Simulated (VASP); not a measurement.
# Pd (C2/c) in VASP: single point with PBE

Aim: the single point of Pd with PBE.

Program: VASP 6.6.1. These are calculated values, not measurements. Logs are shortened: lines on timing, memory, paths and dates and some standing lists are left out, and cuts for length are marked.

### 1 The cell of the first run

It takes space group C2/c (No. 15, monoclinic). The conventional cell has a = 2.603 Å, b = 9.080 Å, c = 2.652 Å, α = 90.00°, β = 119.09°, γ = 90.00°. Pd (site symmetry 2) has 14 Pd at 2.60 to 3.22 Å within 3.4 Å.

### 2 Single point, PBE, collinear spin, antiferromagnetic start (volume scaled by 0.88)

File INCAR:

```
ALGO     = Normal         # electronic algorithm
EDIFF    = 1E-6           # SCF threshold, eV
ENCUT    = 500            # plane-wave cutoff, eV
GGA      = PE             # functional
GGA_COMPAT= False        
ISIF     = 2              # what is computed and relaxed
ISMEAR   = -1             # smearing method
ISPIN    = 2              # spin polarisation
LASPH    = True           # aspherical terms in the spheres
LCHARG   = False          # write CHGCAR
LMAXMIX  = 4              # l up to which the mixer works
LORBIT   = 11             # projections on sites
LREAL    = False          # projectors in reciprocal space
LWAVE    = False          # write WAVECAR
MAGMOM   = 0.5 -0.5       # initial moments
NBANDS   = 21             # bands
NELM     = 200            # most SCF steps
PREC     = Accurate       # precision mode
SIGMA    = 0.05           # smearing width, eV
```

File KPOINTS:

```
k-points
0
Gamma
  15 15 15
```

File POSCAR:

```
Pd
1.0
   -3.2122349681      3.2083519975      1.3013760601
    3.2083519975     -3.2122349681      1.3013760601
    1.6407370144      1.6407370144     -1.3084877278
Pd
2
Direct
    0.9999203590      0.0000796410      1.0000000000
    0.7500796410      0.2499203590      0.5000000000
```

Potentials or basis: VASP PAW PBE potentials, release 64 (Pd).

On the command line:

```bash
cat potpaw_PBE.64/Pd/POTCAR > POTCAR
mpirun -np 1 vasp_std > vasp.out
```

OUTCAR:

```text
EDIFF = 1E-6
   ENCUT = 500
   GGA = PE
   ISIF = 2
   ISMEAR = -1
   ISPIN = 2
   LASPH = True
   LORBIT = 11
   LREAL = False
   NELM = 200
   PREC = Accurate

 ion  position               nearest neighbor table
   1  1.000  0.000  0.000-   2 2.63   2 2.63   2 2.63   2 2.63   2 3.21   2 3.21   2 3.22   2 3.22

   2  0.750  0.250  0.500-   1 2.63   1 2.63   1 2.63   1 2.63   1 3.21   1 3.21   1 3.22   1 3.22

  Warning from LATTYP: Got some problem with cell dimensions!
  Tried to take original basis but could not verify dimensions!
  LATTYP: Found a base centered monoclinic cell.
 ALAT       =     2.6027579131
 B/A-ratio  =     3.4886383860
 C/A-ratio  =     1.0189625588
 COS(beta)  =    -0.4861699478

  Lattice vectors:

 A1 = (   3.2122349681,  -3.2083519975,  -1.3013760601)
 A2 = (  -3.2083519975,   3.2122349681,  -1.3013760601)
 A3 = (   1.6368540438,   1.6368540438,   1.2942643924)

Analysis of symmetry for initial positions (statically):
=====================================================================
 Subroutine PRICEL returns:
 Original cell was already a primitive cell.

 Routine SETGRP: Setting up the symmetry group for a
 base centered monoclinic supercell.

 Subroutine GETGRP returns: Found  4 space group operations
 (whereof  2 operations were pure point group operations)
 out of a pool of  4 trial point group operations.

The static configuration has the point symmetry C_2 .
 The point group associated with its full space group is C_2h.

Analysis of symmetry for dynamics (positions and initial velocities):
=====================================================================
 Subroutine PRICEL returns:
 Original cell was already a primitive cell.

 Routine SETGRP: Setting up the symmetry group for a
 base centered monoclinic supercell.

 Subroutine GETGRP returns: Found  4 space group operations
 (whereof  2 operations were pure point group operations)
 out of a pool of  4 trial point group operations.

The dynamic configuration has the point symmetry C_2 .
 The point group associated with its full space group is C_2h.

Analysis of structural, dynamic, and magnetic symmetry:
=====================================================================
 Subroutine PRICEL returns:
 Original cell was already a primitive cell.

 Routine SETGRP: Setting up the symmetry group for a
 base centered monoclinic supercell.

 Subroutine GETGRP returns: Found  4 space group operations
 (whereof  2 operations were pure point group operations)
 out of a pool of  4 trial point group operations.

The overall configuration has the point symmetry C_2 .
 The point group associated with its full space group is C_2h.

 Subroutine INISYM returns: Found  4 space group operations
 (whereof  2 operations are pure point group operations),
 and found     1 'primitive' translations

----------------------------------------------------------------------------------------

                                     Primitive cell

  volume of cell :      27.3861

  direct lattice vectors                    reciprocal lattice vectors
    -3.212234968  3.208351997  1.301376060     0.075511206  0.231260206  0.384666360
     3.208351997 -3.212234968  1.301376060     0.231260206  0.075511206  0.384666360
     1.640737014  1.640737014 -1.308487728     0.305104101  0.305104101  0.000910352

  length of vectors
     4.722875785  4.722875785  2.663864868     0.455138917  0.455138917  0.431483318

  position of ions in fractional coordinates (direct lattice)
     0.999920359  0.000079641  0.000000000
     0.750079641  0.249920359  0.500000000

  ion indices of the primitive-cell ions
   primitive index   ion index
                 1           1
                 2           2

----------------------------------------------------------------------------------------

 KPOINTS: k-points

Automatic generation of k-mesh.
 Grid dimensions read from file:
 generate k-points for:   15   15   15

 Generating k-lattice:

  Cartesian coordinates                     Fractional coordinates (reciprocal lattice)
     0.005034080  0.015417347  0.025644424     0.066666667  0.000000000  0.000000000
     0.015417347  0.005034080  0.025644424     0.000000000  0.066666667  0.000000000
     0.020340273  0.020340273  0.000060690    -0.000000000 -0.000000000  0.066666667

  Length of vectors
     0.030342594  0.030342594  0.028765555

  Shift w.r.t. Gamma in fractional coordinates (k-lattice)
     0.000000000  0.000000000  0.000000000

 Subroutine IBZKPT returns following result:
 ===========================================

 Found    904 irreducible k-points:

 Following reciprocal coordinates:
            Coordinates               Weight
  0.000000  0.000000  0.000000      1.000000
  0.066667  0.000000 -0.000000      4.000000
  0.133333  0.000000 -0.000000      4.000000
  0.200000  0.000000 -0.000000      4.000000
  0.266667  0.000000 -0.000000      4.000000
  0.333333 -0.000000 -0.000000      4.000000
[... 16 lines left out ...]
  0.133333  0.133333 -0.000000      2.000000
  0.200000  0.133333 -0.000000      4.000000
 [... further k-points ...]
   k-points           NKPTS =    904   k-points in BZ     NKDIM =    904   number of bands    NBANDS=     21
   number of dos      NEDOS =    301   number of ions     NIONS =      2
   total plane-waves  NPLWV =  25920
   dimension x,y,z NGX =    36 NGY =   36 NGZ =   20
   dimension x,y,z NGXF=    72 NGYF=   72 NGZF=   40
   ions per type =               2
   NGX,Y,Z   is equivalent  to a cutoff of  12.67, 12.67, 12.48 a.u.
   NGXF,Y,Z  is equivalent  to a cutoff of  25.34, 25.34, 24.96 a.u.
 SYSTEM =  unknown system
   PREC   = accura    normal or accurate (medium, high low for compatibility)
   ISTART =      0    job   : 0-new  1-cont  2-samecut
   ICHARG =      2    charge: 1-file 2-atom 10-const
   ISPIN  =      2    spin polarized calculation?
   LNONCOLLINEAR =      F non collinear calculations
   LSORBIT =      F    spin-orbit coupling
   LASPH  =      T    aspherical Exc in radial PAW
   ENCUT  =  500.0 eV  36.75 Ry    6.06 a.u.   8.61  8.61  4.86*2*pi/ulx,y,z
   NELM   =    200;   NELMIN=  2; NELMDL= -5     # of ELM steps
   EDIFF  = 0.1E-05   stopping-criterion for ELM
   LREAL  =      F    real-space projection
   EDIFFG = 0.1E-04   stopping-criterion for IOM
   NSW    =      0    number of steps for IOM
   IBRION =     -1    ionic relax: 0-MD 1-quasi-New 2-CG
   NFREE  =      0    steps in history (QN), initial steepest desc. (CG)
   ISIF   =      2    stress and relaxation
   ISYM   =      2    0-nonsym 1-usesym 2-fastsym
   POTIM  = 0.5000    time-step for ionic-motion
   TEBEG  =    0.0;   TEEND  =   0.0 temperature during run
   PSTRESS=    0.0 pullay stress
   NELECT =      20.0000    total number of electrons
   NUPDOWN=      -1.0000    fix difference up-down
   EMIN   =  10.00;   EMAX   =-10.00  energy-range for DOS
   EFERMI =   0.00;   METHOD = LEGACY
   ISMEAR =    -1;   SIGMA  =   0.05  broadening in eV -4-tet -1-fermi 0-gaus
   EFERMI_NEDOS =   21; number of points for ismear=-14 and -15
   IALGO  =     38    algorithm
   IMIX   =      4    mixing-type and parameters
     AMIX     =   0.40;   BMIX     =  1.00
     AMIX_MAG =   1.60;   BMIX_MAG =  1.00
  volume/ion in A,a.u.               =      13.69        92.41
  Fermi-wavevector in a.u.,A,eV,Ry     =   1.474263  2.785953 29.571606  2.173452
  Thomas-Fermi vector in A             =   2.589056
   LORBIT       =     11    0 simple, 1 ext, 2 COOP (PROOUT), +10 PAW based schemes
   GGA     = PE    functional components
   LHFCALC =     F    Hartree Fock is set to
   AEXX    =    0.0000 exact exchange contribution
   IVDW    =     0    specifies the selected vdW correction
   LEPSILON=     F    determine dielectric tensor
   LRPA    =     F    only Hartree local field effects (RPA)
 spin polarized calculation
  energy-cutoff  :      500.00
  volume of cell :       27.39
 maximum number of plane-waves:       712
   NGX = 17   NGY = 17   NGZ =  9

 number of electron      20.0000000 magnetization      -0.0000000

 number of electron      20.0000000 magnetization       0.0000000

 Free energy of the ion-electron system (eV)
  ---------------------------------------------------
  ext. energy  EPLUGINS =         0.00000000
  ---------------------------------------------------
  free energy    TOTEN  =       -10.02491696 eV

  energy without entropy =       -9.99595348  energy(sigma->0) =      -10.01043522

 E-fermi :  11.1068     XC(G=0): -13.6438

 val. band max:       11.1065038850   @ k =   0.4000   0.2000  -0.0000
 cond. band min:      11.1074456161   @ k =  -0.0667   0.0667   0.0000
 fundamental gap:      0.0009417311
 Fermi energy:        11.1067548140

 spin component 1

 k-point     1 :       0.0000    0.0000    0.0000
  band No.  band energies     occupation
      1       3.3801      1.00000
      2       5.2305      1.00000
      3       7.1385      1.00000
      4       7.7450      1.00000
      5       8.3513      1.00000
      6       8.3782      1.00000
[... 13 lines left out ...]
     20      36.9100      0.00000
     21      37.0538      0.00000
[... 529 lines left out ...]
 k-point    24 :       0.2000    0.1333   -0.0000
  band No.  band energies     occupation
      1       5.4283      1.00000
      2       5.8186      1.00000
      3       6.4218      1.00000
      4       7.5627      1.00000
      5       7.8138      1.00000
      6       8.7903      1.00000
[... 13 lines left out ...]
     20      34.7458      0.00000
     21      36.9025      0.00000

 [... further k-points ...]

 spin component 2

 k-point     1 :       0.0000    0.0000    0.0000
  band No.  band energies     occupation
      1       3.3801      1.00000
      2       5.2305      1.00000
      3       7.1385      1.00000
      4       7.7450      1.00000
      5       8.3513      1.00000
      6       8.3782      1.00000
[... 13 lines left out ...]
     20      36.9030      0.00000
     21      37.0538      0.00000
[... 529 lines left out ...]
 k-point    24 :       0.2000    0.1333   -0.0000
  band No.  band energies     occupation
      1       5.4283      1.00000
      2       5.8186      1.00000
      3       6.4218      1.00000
      4       7.5627      1.00000
      5       7.8138      1.00000
      6       8.7903      1.00000
[... 13 lines left out ...]
     20      34.7458      0.00000
     21      36.9010      0.00000

 [... further k-points ...]
[... 5 lines left out ...]
  --------------------------------------------------------------------------------------
  -------------------------------------------------------------------------------------
  Total        4.9091216      4.9091216      5.0271969      0.1268180      0.0536453      0.0536453
  in kB      287.2002862    287.2002862    294.1080962      7.4192849      3.1384309      3.1384327
  external PRESSURE =     289.5028895 kB  Pullay stress =       0.0000000 kB

 VOLUME and BASIS-vectors are now :
 -----------------------------------------------------------------------------
  energy-cutoff  :      500.00
  volume of cell :       27.39
      direct lattice vectors                 reciprocal lattice vectors
    -3.212234968  3.208351997  1.301376060     0.075511206  0.231260206  0.384666360
     3.208351997 -3.212234968  1.301376060     0.231260206  0.075511206  0.384666360
     1.640737014  1.640737014 -1.308487728     0.305104101  0.305104101  0.000910352

 POSITION                                       TOTAL-FORCE (eV/Angst)
 -----------------------------------------------------------------------------------
     -3.21172      3.20784      1.30138         0.000357     -0.000357     -0.000000
     -0.78723      2.42409      0.64713        -0.000357      0.000357      0.000000
 -----------------------------------------------------------------------------------
    total drift:                                0.000000      0.000000     -0.000000

  FREE ENERGIE OF THE ION-ELECTRON SYSTEM (eV)
  ---------------------------------------------------
  free  energy   TOTEN  =       -10.0249169562 eV

  energy  without entropy=       -9.9959534751  energy(sigma->0) =      -10.01043522

 total charge

# of ion       s       p       d       tot
------------------------------------------
    1        0.539   0.564   8.540   9.643
    2        0.539   0.564   8.540   9.643
--------------------------------------------------
tot          1.078   1.127  17.080  19.286

 magnetization (x)

# of ion       s       p       d       tot
------------------------------------------
    1        0.000   0.000   0.000   0.000
    2       -0.000  -0.000  -0.000  -0.000
--------------------------------------------------
tot          0.000   0.000   0.000   0.000
```

It took 14 min on 1 thread of Intel Xeon 6975P-C, shared host; peak memory 0.72 GiB.

Results:

- Free energy: -10.0249 eV
- Pressure: 29.0 GPa
- Band gap on the k mesh: zero (filled and empty bands overlap)
- Net moment: 0.00 μB per cell
- Valence electrons inside the program's atomic spheres: Pd 9.64
